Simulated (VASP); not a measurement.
# Si2Mo (I4/mmm) in VASP: notebook

The runs below take Si2Mo through single point, with r2SCAN.

Everything below comes from runs of VASP 6.6.1. Logs are shortened: lines on timing, memory, paths and dates and some standing lists are left out, and cuts for length are marked.

### Step 1. The cell of the first run

It takes space group I4/mmm (No. 139, tetragonal). Conventional cell: a = 3.157 Å, b = 3.157 Å, c = 7.755 Å, α = 90.00°, β = 90.00°, γ = 90.00°. Within 3.4 Å of Mo (site symmetry 4/mmm) lie 10 Si at 2.58 Å and 4 Mo at 3.16 Å. Si (site symmetry 4mm) has 9 Si at 2.58 to 3.16 Å and 5 Mo at 2.58 Å within 3.4 Å.

### Step 2. Single point, r2SCAN

POSCAR

```
Si2Mo
1.0
   -1.5783757276      1.5783757276      3.8773786233
    1.5783757276     -1.5783757276      3.8773786233
    1.5783757276      1.5783757276     -3.8773786233
Mo Si
1 2
Direct
    0.0000000000      0.0000000000      0.0000000000
    0.6670000000      0.6670000000      0.0000000000
    0.3330000000      0.3330000000      0.0000000000
```

INCAR.step1

```
PREC     = Accurate       # precision mode
ENCUT    = 520            # plane-wave cutoff, eV
ISMEAR   = -1             # smearing method
SIGMA    = 0.05           # smearing width, eV
LREAL    = False          # projectors in reciprocal space
LASPH    = True           # aspherical terms in the spheres
NELM     = 100            # most SCF steps
NBANDS   = 18             # bands
GGA      = PE             # functional
ALGO     = Normal         # electronic algorithm
EDIFF    = 1E-4           # SCF threshold, eV
LWAVE    = True           # write WAVECAR
LCHARG   = False          # write CHGCAR
```

INCAR.step2

```
PREC     = Accurate       # precision mode
ENCUT    = 520            # plane-wave cutoff, eV
EDIFF    = 1E-7           # SCF threshold, eV
ISMEAR   = -1             # smearing method
SIGMA    = 0.05           # smearing width, eV
LREAL    = False          # projectors in reciprocal space
LASPH    = True           # aspherical terms in the spheres
NELM     = 100            # most SCF steps
ALGO     = Normal         # electronic algorithm
ISIF     = 2              # what is computed and relaxed
LWAVE    = False          # write WAVECAR
LCHARG   = False          # write CHGCAR
METAGGA  = R2SCAN         # meta-GGA
LMIXTAU  = True         
NBANDS   = 18             # bands
ISTART   = 1
```

KPOINTS

```
Automatic mesh
0
Gamma
  12 12 12
```

Potentials or basis: VASP PAW PBE potentials, release 64 (Mo_sv, Si).

Command:

```console
$ cat potpaw_PBE.64/Mo_sv/POTCAR potpaw_PBE.64/Si/POTCAR > POTCAR
$ cp INCAR.step1 INCAR
$ mpirun -np 1 vasp_std > vasp.out
$ cp INCAR.step2 INCAR
$ mpirun -np 1 vasp_std > vasp.out
```

OUTCAR:

```text
PREC = Accurate
   ENCUT = 520
   EDIFF = 1E-7
   ISMEAR = -1
   LREAL = False
   LASPH = True
   NELM = 100
   ISIF = 2
   METAGGA = R2SCAN
   ISTART = 1

 ion  position               nearest neighbor table
   1  0.000  0.000  0.000-   2 2.58   2 2.58   2 2.58   3 2.58   2 2.58   3 2.58   3 2.58   3 2.58
                             2 2.58   3 2.58
   2  0.667  0.667  0.000-   3 2.58   3 2.58   3 2.58   3 2.58   1 2.58   1 2.58   1 2.58   1 2.58
                             1 2.58   3 2.59
   3  0.333  0.333  0.000-   2 2.58   2 2.58   2 2.58   2 2.58   1 2.58   1 2.58   1 2.58   1 2.58
                             1 2.58   2 2.59

  LATTYP: Found a body centered tetragonal cell.
 ALAT       =     3.1567514552
 C/A-ratio  =     2.4565625000

  Lattice vectors:

 A1 = (  -1.5783757276,   1.5783757276,   3.8773786233)
 A2 = (   1.5783757276,  -1.5783757276,   3.8773786233)
 A3 = (   1.5783757276,   1.5783757276,  -3.8773786233)

Analysis of symmetry for initial positions (statically):
=====================================================================
 Subroutine PRICEL returns:
 Original cell was already a primitive cell.

 Routine SETGRP: Setting up the symmetry group for a
 body centered tetragonal supercell.

 Subroutine GETGRP returns: Found 16 space group operations
 (whereof 16 operations were pure point group operations)
 out of a pool of 16 trial point group operations.

The static configuration has the point symmetry D_4h.

Analysis of symmetry for dynamics (positions and initial velocities):
=====================================================================
 Subroutine PRICEL returns:
 Original cell was already a primitive cell.

 Routine SETGRP: Setting up the symmetry group for a
 body centered tetragonal supercell.

 Subroutine GETGRP returns: Found 16 space group operations
 (whereof 16 operations were pure point group operations)
 out of a pool of 16 trial point group operations.

The dynamic configuration has the point symmetry D_4h.

 Subroutine INISYM returns: Found 16 space group operations
 (whereof 16 operations are pure point group operations),
 and found     1 'primitive' translations

----------------------------------------------------------------------------------------

                                     Primitive cell

  volume of cell :      38.6384

  direct lattice vectors                    reciprocal lattice vectors
    -1.578375728  1.578375728  3.877378623     0.000000000  0.316781354  0.128953102
     1.578375728 -1.578375728  3.877378623     0.316781354  0.000000000  0.128953102
     1.578375728  1.578375728 -3.877378623     0.316781354  0.316781354  0.000000000

  length of vectors
     4.473992050  4.473992050  4.473992050     0.342022410  0.342022410  0.447996487

  position of ions in fractional coordinates (direct lattice)
     0.000000000  0.000000000  0.000000000
     0.667000000  0.667000000  0.000000000
     0.333000000  0.333000000  0.000000000

  ion indices of the primitive-cell ions
   primitive index   ion index
                 1           1
                 2           2
                 3           3

----------------------------------------------------------------------------------------

 KPOINTS: Automatic mesh

Automatic generation of k-mesh.
 Grid dimensions read from file:
 generate k-points for:   12   12   12

 Generating k-lattice:

  Cartesian coordinates                     Fractional coordinates (reciprocal lattice)
     0.000000000  0.026398446  0.010746092     0.083333333  0.000000000  0.000000000
     0.026398446  0.000000000  0.010746092     0.000000000  0.083333333  0.000000000
     0.026398446  0.026398446  0.000000000     0.000000000  0.000000000  0.083333333

  Length of vectors
     0.028501867  0.028501867  0.037333041

  Shift w.r.t. Gamma in fractional coordinates (k-lattice)
     0.000000000  0.000000000  0.000000000

 Subroutine IBZKPT returns following result:
 ===========================================

 Found    163 irreducible k-points:

 Following reciprocal coordinates:
            Coordinates               Weight
  0.000000  0.000000  0.000000      1.000000
  0.083333  0.000000  0.000000      8.000000
  0.166667  0.000000  0.000000      8.000000
  0.250000  0.000000 -0.000000      8.000000
  0.333333  0.000000 -0.000000      8.000000
  0.416667  0.000000  0.000000      8.000000
[... 16 lines left out ...]
  0.500000  0.166667  0.000000     16.000000
 -0.416667  0.166667  0.000000     16.000000
 [... further k-points ...]
   k-points           NKPTS =    163   k-points in BZ     NKDIM =    163   number of bands    NBANDS=     18
   number of dos      NEDOS =    301   number of ions     NIONS =      3
   total plane-waves  NPLWV =  46656
   dimension x,y,z NGX =    36 NGY =   36 NGZ =   36
   dimension x,y,z NGXF=    72 NGYF=   72 NGZF=   72
   ions per type =               1   2
   NGX,Y,Z   is equivalent  to a cutoff of  13.38, 13.38, 13.38 a.u.
   NGXF,Y,Z  is equivalent  to a cutoff of  26.75, 26.75, 26.75 a.u.
 SYSTEM =  unknown system
   PREC   = accura    normal or accurate (medium, high low for compatibility)
   ISTART =      1    job   : 0-new  1-cont  2-samecut
   ICHARG =      0    charge: 1-file 2-atom 10-const
   ISPIN  =      1    spin polarized calculation?
   LNONCOLLINEAR =      F non collinear calculations
   LSORBIT =      F    spin-orbit coupling
   LASPH  =      T    aspherical Exc in radial PAW
   ENCUT  =  520.0 eV  38.22 Ry    6.18 a.u.   8.32  8.32  8.32*2*pi/ulx,y,z
   NELM   =    100;   NELMIN=  2; NELMDL=  0     # of ELM steps
   EDIFF  = 0.1E-06   stopping-criterion for ELM
   LREAL  =      F    real-space projection
   EDIFFG = 0.1E-05   stopping-criterion for IOM
   NSW    =      0    number of steps for IOM
   IBRION =     -1    ionic relax: 0-MD 1-quasi-New 2-CG
   NFREE  =      0    steps in history (QN), initial steepest desc. (CG)
   ISIF   =      2    stress and relaxation
   ISYM   =      2    0-nonsym 1-usesym 2-fastsym
   POTIM  = 0.5000    time-step for ionic-motion
   TEBEG  =    0.0;   TEEND  =   0.0 temperature during run
   PSTRESS=    0.0 pullay stress
   NELECT =      22.0000    total number of electrons
   NUPDOWN=      -1.0000    fix difference up-down
   EMIN   =  10.00;   EMAX   =-10.00  energy-range for DOS
   EFERMI =   0.00;   METHOD = LEGACY
   ISMEAR =    -1;   SIGMA  =   0.05  broadening in eV -4-tet -1-fermi 0-gaus
   EFERMI_NEDOS =   21; number of points for ismear=-14 and -15
   IALGO  =     38    algorithm
   IMIX   =      4    mixing-type and parameters
     AMIX     =   0.40;   BMIX     =  1.00
     AMIX_MAG =   1.60;   BMIX_MAG =  1.00
  volume/ion in A,a.u.               =      12.88        86.91
  Fermi-wavevector in a.u.,A,eV,Ry     =   1.356884  2.564139 25.050152  1.841134
  Thomas-Fermi vector in A             =   2.483849
   LORBIT       =      0    0 simple, 1 ext, 2 COOP (PROOUT), +10 PAW based schemes
   METAGGA = R2SCAN    functional components
   LHFCALC =     F    Hartree Fock is set to
   AEXX    =    0.0000 exact exchange contribution
   IVDW    =     0    specifies the selected vdW correction
   LEPSILON=     F    determine dielectric tensor
   LRPA    =     F    only Hartree local field effects (RPA)
 non-spin polarized calculation
  energy-cutoff  :      520.00
  volume of cell :       38.64
 maximum number of plane-waves:      1056
 NGX is ok and might be reduce to    36
   NGX = 17   NGY = 17   NGZ = 17

 number of electron      22.0000000 magnetization

 Free energy of the ion-electron system (eV)
  ---------------------------------------------------
  ext. energy  EPLUGINS =         0.00000000
  ---------------------------------------------------
  free energy    TOTEN  =       -44.97134839 eV

  energy without entropy =      -44.96909603  energy(sigma->0) =      -44.97022221

 E-fermi :  12.8886     XC(G=0): -13.6033

 val. band max:       12.8309058273   @ k =  -0.4167   0.5000   0.3333
 cond. band min:      12.9071726279   @ k =   0.0833   0.0000   0.0000
 fundamental gap:      0.0762668007
 Fermi energy:        12.8885698487

 k-point     1 :       0.0000    0.0000    0.0000
  band No.  band energies     occupation
      1     -49.7035      2.00000
      2     -23.1898      2.00000
      3     -23.0485      2.00000
      4     -23.0485      2.00000
      5      -1.6674      2.00000
      6       5.8993      2.00000
[... 10 lines left out ...]
     17      18.4418      0.00000
     18      18.4418      0.00000

 k-point     2 :       0.0833    0.0000    0.0000
  band No.  band energies     occupation
      1     -49.7018      2.00000
      2     -23.1881      2.00000
      3     -23.0709      2.00000
      4     -23.0463      2.00000
      5      -1.5287      2.00000
      6       5.9208      2.00000
[... 10 lines left out ...]
     17      18.5709      0.00000
     18      19.2371      0.00000

 k-point     3 :       0.1667    0.0000    0.0000
  band No.  band energies     occupation
      1     -49.6971      2.00000
      2     -23.1836      2.00000
      3     -23.1318      2.00000
      4     -23.0405      2.00000
      5      -1.1201      2.00000
      6       5.9190      2.00000
[... 10 lines left out ...]
     17      19.3393      0.00000
     18      20.7762      0.00000

 k-point     4 :       0.2500    0.0000   -0.0000
  band No.  band energies     occupation
      1     -49.6907      2.00000
      2     -23.2146      2.00000
      3     -23.1767      2.00000
      4     -23.0326      2.00000
      5      -0.4644      2.00000
      6       5.6131      2.00000
[... 375 lines left out ...]
      4     -23.0968      2.00000
      5       2.0583      2.00000
      6       3.7098      2.00000
[... 10 lines left out ...]
     17      20.9532      0.00000
     18      22.5816      0.00000

 k-point    23 :       0.5000    0.1667    0.0000
  band No.  band energies     occupation
      1     -49.6719      2.00000
      2     -23.3621      2.00000
      3     -23.1548      2.00000
      4     -23.0942      2.00000
      5       2.6258      2.00000
      6       3.1259      2.00000
[... 10 lines left out ...]
     17      21.1307      0.00000
     18      22.4086      0.00000

 k-point    24 :      -0.4167    0.1667    0.0000
  band No.  band energies     occupation
      1     -49.6737      2.00000
      2     -23.3410      2.00000
      3     -23.1548      2.00000
      4     -23.0965      2.00000
      5       1.5531      2.00000
      6       4.2394      2.00000
[... 10 lines left out ...]
     17      20.8854      0.00000
     18      21.8721      0.00000

 [... further k-points ...]

------------------------ aborting loop because EDIFF is reached ----------------------------------------

  FORCE on cell =-STRESS in cart. coord.  units (eV):
  Direction    XX          YY          ZZ          XY          YZ          ZX
  --------------------------------------------------------------------------------------
  -------------------------------------------------------------------------------------
  Total        2.2144380      2.2144380      1.8985588      0.0000000      0.0000000      0.0000000
  in kB       91.8237711     91.8237711     78.7255373      0.0000000      0.0000000      0.0000000
  external PRESSURE =      87.4576932 kB  Pullay stress =       0.0000000 kB

 VOLUME and BASIS-vectors are now :
 -----------------------------------------------------------------------------
  energy-cutoff  :      520.00
  volume of cell :       38.64
      direct lattice vectors                 reciprocal lattice vectors
    -1.578375728  1.578375728  3.877378623     0.000000000  0.316781354  0.128953102
     1.578375728 -1.578375728  3.877378623     0.316781354  0.000000000  0.128953102
     1.578375728  1.578375728 -3.877378623     0.316781354  0.316781354  0.000000000

 POSITION                                       TOTAL-FORCE (eV/Angst)
 -----------------------------------------------------------------------------------
      0.00000      0.00000      0.00000         0.000000      0.000000     -0.000000
      0.00000      0.00000      5.17242         0.000000      0.000000     -0.271963
      0.00000      0.00000      2.58233        -0.000000     -0.000000      0.271963
 -----------------------------------------------------------------------------------
    total drift:                                0.000000      0.000000     -0.000000

  FREE ENERGIE OF THE ION-ELECTRON SYSTEM (eV)
  ---------------------------------------------------
  free  energy   TOTEN  =       -44.9713483904 eV

  energy  without entropy=      -44.9690960259  energy(sigma->0) =      -44.97022221
```

Run time: 4.9 min. Hardware: 1 thread of Intel Xeon 6975P-C (Granite Rapids), shared host; peak memory 0.27 GiB.

Results:

| Property | Result |
| --- | --- |
| Free energy | -44.9713 eV |
| Pressure | 8.7 GPa |
| Largest force | 0.272 eV/Å |
| Band gap on the k mesh | zero (bands 11 and 12 overlap by 1.14 eV) |

Forces in eV/Å, atoms in the order of the input:
```
Mo   0.000  0.000  0.000
Si   0.000  0.000 -0.272
Si   0.000  0.000  0.272
```

Stress tensor (GPa, compression positive):
```
9.18 0.00 0.00
0.00 9.18 0.00
0.00 0.00 7.87
```

Levels at points of the mesh, in eV from the Fermi level:
```csv
k point,band 8,band 9,band 10,band 11,band 12,band 13,band 14,band 15
"(0.00, 0.00, 0.00)",-3.29,-2.96,-2.96,0.43,3.12,3.66,3.94,3.94
"(0.50, 0.00, 0.00)",-4.93,-2.87,-2.81,-0.62,2.67,3.26,4.59,4.72
"(0.50, 0.50, 0.00)",-5.44,-4.93,-3.45,-1.30,2.75,3.17,3.41,3.58
"(0.50, 0.50, 0.50)",-2.50,-0.66,-0.66,-0.60,-0.60,0.58,5.13,6.31
```

Caveat: the cell stands under pressure; the PAW data sets were made with another functional, which shifts forces and pressure a little.

### Step 3. Single point, r2SCAN

This run uses another cell than the first one, of 13.15 Å³/atom.

POSCAR

```
Si2Mo
1.0
   -1.5892614214      1.5892614214      3.9041200105
    1.5892614214     -1.5892614214      3.9041200105
    1.5892614214      1.5892614214     -3.9041200105
Mo Si
1 2
Direct
    0.0000000000      0.0000000000      0.0000000000
    0.6670000000      0.6670000000      0.0000000000
    0.3330000000      0.3330000000      0.0000000000
```

INCAR.step1

```
SYSTEM = Si2Mo
  PREC = Accurate
  ENCUT = 520
  ISMEAR = -1
  SIGMA = 0.05
  LREAL = .FALSE.
  LASPH = .TRUE.
  NELM = 80
  NBANDS = 18
  GGA = PE
  ALGO = Normal
  EDIFF = 1E-4
  LWAVE = .TRUE.
  LCHARG = .FALSE.
```

INCAR.step2

```
SYSTEM = Si2Mo
  PREC = Accurate
  ENCUT = 520
  EDIFF = 1E-6
  ISMEAR = -1
  SIGMA = 0.05
  LREAL = .FALSE.
  LASPH = .TRUE.
  NELM = 80
  ALGO = Normal
  ISIF = 2
  LWAVE = .FALSE.
  LCHARG = .TRUE.
  METAGGA = R2SCAN
  LMIXTAU = .TRUE.
  LELF = .TRUE.
  LVHAR = .TRUE.
  NBANDS = 18
  ISTART = 1
```

KPOINTS

```
Automatic mesh
0
G
  12 12 12
  0 0 0
```

Potentials or basis: VASP PAW PBE potentials, release 64 (Mo_sv, Si).

Command:

```console
$ cat potpaw_PBE.64/Mo_sv/POTCAR potpaw_PBE.64/Si/POTCAR > POTCAR
$ cp INCAR.step1 INCAR
$ mpirun -np 1 vasp_std > vasp.out
$ cp INCAR.step2 INCAR
$ mpirun -np 1 vasp_std > vasp.out
```

Wall time 4.5 min (1 thread of Intel Xeon 6975P-C (Granite Rapids), shared host); peak memory 0.27 GiB.

It converged, with:

| Item | Value |
| --- | --- |
| Free energy | -45.0022 eV |
| Pressure | 3.6 GPa |
| Largest force | 0.311 eV/Å |
| Band gap on the k mesh | zero (bands 11 and 12 overlap by 1.13 eV) |

Forces on the atoms (eV/Å):
```
Mo   0.000  0.000  0.000
Si   0.000  0.000 -0.311
Si   0.000  0.000  0.311
```

Stress tensor (GPa, compression positive):
```
4.28 0.00 0.00
0.00 4.28 0.00
0.00 0.00 2.23
```

Levels at points of the mesh, in eV from the Fermi level:
```
           k point  band 9  band 10  band 11  band 12  band 13  band 14
(0.00, 0.00, 0.00)   -2.90    -2.90     0.42     3.22     3.51     3.87
(0.50, 0.00, 0.00)   -2.79    -2.75    -0.59     2.59     3.22     4.54
(0.50, 0.50, 0.00)   -4.85    -3.36    -1.31     2.67     3.07     3.32
(0.50, 0.50, 0.50)   -0.64    -0.64    -0.61    -0.61     0.56     5.04
```

Caveat: the cell stands under pressure; the PAW data sets were made with another functional, which shifts forces and pressure a little.

### Step 4. Single point, r2SCAN

This run uses another cell than the first one, of 13.68 Å³/atom.

POSCAR

```
Si2Mo
1.0
   -1.6105963353      1.6105963353      3.9565305599
    1.6105963353     -1.6105963353      3.9565305599
    1.6105963353      1.6105963353     -3.9565305599
Mo Si
1 2
Direct
    0.0000000000      0.0000000000      0.0000000000
    0.6670000000      0.6670000000      0.0000000000
    0.3330000000      0.3330000000      0.0000000000
```

INCAR.step1

```
SYSTEM = Si2Mo
ALGO = Normal ; EDIFF = 1E-4
ENCUT = 520 ; GGA = PE
ISMEAR = -1 ; LASPH = .True.
LCHARG = .False. ; LREAL = .False.
LWAVE = .True. ; NBANDS = 18
NELM = 60 ; PREC = Accurate
SIGMA = 0.05
```

INCAR.step2

```
SYSTEM = Si2Mo
ALGO = Normal ; EDIFF = 1E-6
ENCUT = 520 ; ISIF = 2
ISMEAR = -1 ; ISTART = 1
LASPH = .True. ; LCHARG = .False.
LMIXTAU = .True. ; LREAL = .False.
LWAVE = .False. ; METAGGA = R2SCAN
NBANDS = 18 ; NELM = 60
PREC = Accurate ; SIGMA = 0.05
```

KPOINTS

```
k-points
0
Gamma
  12 12 12
  0 0 0
```

Command:

```console
$ cat potpaw_PBE.64/Mo_sv/POTCAR potpaw_PBE.64/Si/POTCAR > POTCAR
$ cp INCAR.step1 INCAR
$ mpirun -np 1 vasp_std > vasp.out
$ cp INCAR.step2 INCAR
$ mpirun -np 1 vasp_std > vasp.out
```

Wall time 4.2 min (1 thread of Intel Xeon 6975P-C (Granite Rapids), shared host); peak memory 0.28 GiB.

It converged, with:

```yaml
Free_energy: -44.9929 eV
Pressure: -5.2 GPa
Largest_force: 0.383 eV/Å
Band_gap_on_the_k_mesh: zero (bands 11 and 12 overlap by 1.11 eV)
```

Forces in eV/Å, atoms in the order of the input:
```
Mo   0.000  0.000  0.000
Si   0.000  0.000 -0.383
Si   0.000  0.000  0.383
```

Stress tensor (GPa, compression positive):
```
-4.07  0.00  0.00
 0.00 -4.07  0.00
 0.00  0.00 -7.34
```

Levels at points of the mesh, in eV from the Fermi level:
```csv
k point,band 7,band 8,band 9,band 10,band 11,band 12,band 13,band 14,band 15,band 16
"(0.00, 0.00, 0.00)",-3.61,-2.98,-2.79,-2.79,0.39,3.24,3.39,3.75,3.75,4.26
"(0.50, 0.00, 0.00)",-5.09,-4.75,-2.65,-2.63,-0.54,2.44,3.13,4.21,4.44,5.75
"(0.50, 0.50, 0.00)",-6.00,-5.48,-4.70,-3.19,-1.31,2.52,2.87,3.14,3.38,5.01
"(0.50, 0.50, 0.50)",-3.49,-2.32,-0.62,-0.62,-0.61,-0.61,0.53,4.86,5.52,6.34
```

Caveat: the cell stands under tension; the PAW data sets were made with another functional, which shifts forces and pressure a little.

### Step 5. The runs side by side

| cell | gap on the mesh (eV) | pressure (GPa) | largest force (eV/Å) |
| --- | --- | --- | --- |
| a = 4.474 Å, angles 138.7, 138.7, 59.9°, 3 atoms | none | 8.7 | 0.27 |
| a = 4.505 Å, angles 138.7, 138.7, 59.9°, 3 atoms | none | 3.6 | 0.31 |
| a = 4.565 Å, angles 138.7, 138.7, 59.9°, 3 atoms | none | -5.2 | 0.38 |

Alike in all rows: task single point; level r2SCAN; potentials or basis VASP PAW PBE potentials, release 64 (Mo_sv, Si); no spin polarisation; k mesh 12 × 12 × 12; cutoff (eV) 520; smearing fermi-dirac 0.05 eV.

Caveats: the PAW data sets were made with another functional, which shifts forces and pressure a little; the cell stands under pressure (at least some runs); the cell stands under tension (at least some runs).

Total energies depend on the potentials used, so only differences within one code and one set of settings carry meaning.
